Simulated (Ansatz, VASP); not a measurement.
**Al in VASP and in Ansatz**

```
Al
1.0
    -1.61751    1.61751    1.61751
     1.61751   -1.61751    1.61751
     3.23502    3.23502    0.00000
Al
2
Direct
  0.99048 0.99048 0.00000
  0.50952 0.50952 0.50000
```

Change from the starting cell: mode 1 frozen in at +0.000 Å and mode 5 at -0.031 Å (largest displacements).

Alike in both runs: task single point; functional PBE; k mesh 20 × 20 × 12; occupations gaussian, width 0.15 eV; no spin polarisation.

|  | VASP | Ansatz |
| --- | --- | --- |
| version | VASP 6.6.1 | Ansatz 0.2.0 |
| potentials or method | VASP PAW PBE potentials, release 64 (Al), cutoff 520 eV | scalar-relativistic, plane waves, PAW |
| valence electrons in the cell | 6 | 6 |

|  | VASP | Ansatz | Ansatz less VASP |
| --- | --- | --- | --- |
| gap on the k mesh at the Fermi level (eV) | none | none | - |
| pressure (GPa) | 0.0 | 0.0 | +0.02 |
| traceless stress, the component that is largest in VASP (GPa) | -0.06 | -0.06 | 0.000 |
| rms of the force components (eV/Å) | 0.070 | 0.070 | +0.0002 |

Atom by atom the forces differ by 0.000 eV/Å (rms over components). A gap of «none» marks a metal or a gap that the smearing closes. With one functional, cell and mesh, what is left measures potentials, basis and numerics.
